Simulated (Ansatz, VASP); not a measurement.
**LiF: VASP beside Ansatz**

```xyz
2
Lattice="1.0657 2.6642 2.6642 2.6642 1.0657 2.6642 2.6642 2.6642 1.0657" Properties=species:S:1:pos:R:3 pbc="T T T"
Li    0.0000    0.0000    0.0000
F     3.1970    3.1970    3.1970
```

Alike in both runs: task single point; functional r2SCAN; k mesh 12 × 12 × 12; occupations gaussian, width 0.05 eV; no spin polarisation.

|  | VASP | Ansatz |
| --- | --- | --- |
| version | VASP 6.6.1 | Ansatz 0.2.0 |
| potentials or method | VASP PAW PBE potentials, release 64 (Li_sv, F), cutoff 520 eV | scalar-relativistic, plane waves, PAW |
| valence electrons in the cell | 10 | 10 |

|  | VASP | Ansatz | Ansatz less VASP |
| --- | --- | --- | --- |
| gap on the k mesh at the Fermi level (eV) | 1.96 | 1.70 | -0.262 |
| least direct gap on the mesh (eV) | 1.96 | 1.70 | -0.262 |

VASP's potentials were made for PBE, not for r2SCAN. One of these differences is far larger than is usual between the two programs; its cause wasn't traced. The functional is the same, so the differences come from potentials, cutoffs and numerics.

Noted on VASP's run: the cutoff is under 1.25 times that of the potentials, so the pressure is a little rough.
